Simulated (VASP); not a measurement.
Input of a VASP 6.6.1 run:

File INCAR:

```
SYSTEM = AlRu
PREC     = Accurate       ! precision mode
ENCUT    = 520            ! plane-wave cutoff, eV
EDIFF    = 1E-6           ! SCF threshold, eV
ISMEAR   = 0              ! smearing method
SIGMA    = 0.15           ! smearing width, eV
LREAL    = .False.        ! projectors in reciprocal space
LASPH    = .True.         ! aspherical terms in the spheres
NELM     = 60             ! most SCF steps
ALGO     = Fast           ! electronic algorithm
ISIF     = 2              ! what is computed and relaxed
LWAVE    = .False.        ! write WAVECAR
LCHARG   = .False.        ! write CHGCAR
GGA      = PS             ! functional
NBANDS   = 16             ! bands
```

File KPOINTS:

```
Automatic mesh
0
Gamma
  16 16 16
  0 0 0
```

POSCAR

```
AlRu
1.0
    3.1411800000      0.0000000000      0.0000000000
    0.0000000000      3.1411800000      0.0000000000
    0.0000000000      0.0000000000      3.0663900000
Al Ru
1 1
Direct
    0.0000000000      0.0000000000      0.0000000000
    0.5000000000      0.5000000000      0.5000000000
```

Potentials or basis: VASP PAW PBE potentials, release 64 (Al, Ru_pv).

Launch:

```console
$ cat potpaw_PBE.64/Al/POTCAR potpaw_PBE.64/Ru_pv/POTCAR > POTCAR
$ mpirun -np 1 vasp_std > vasp.out
```

What does it give for the band gap on the k mesh?

Zero (an odd number of electrons rules out a gap without spin polarisation).

What does it give for the pressure?

-22.2 GPa.

Stress tensor (GPa, compression positive):
```
-23.19   0.00   0.00
  0.00 -23.19   0.00
  0.00   0.00 -20.27
```

Caveat: the cell differs from its parent crystal (strain +0.050 along x and y, +0.025 along z); the cell stands under tension; the PAW data sets were made with another functional, which shifts forces and pressure a little.
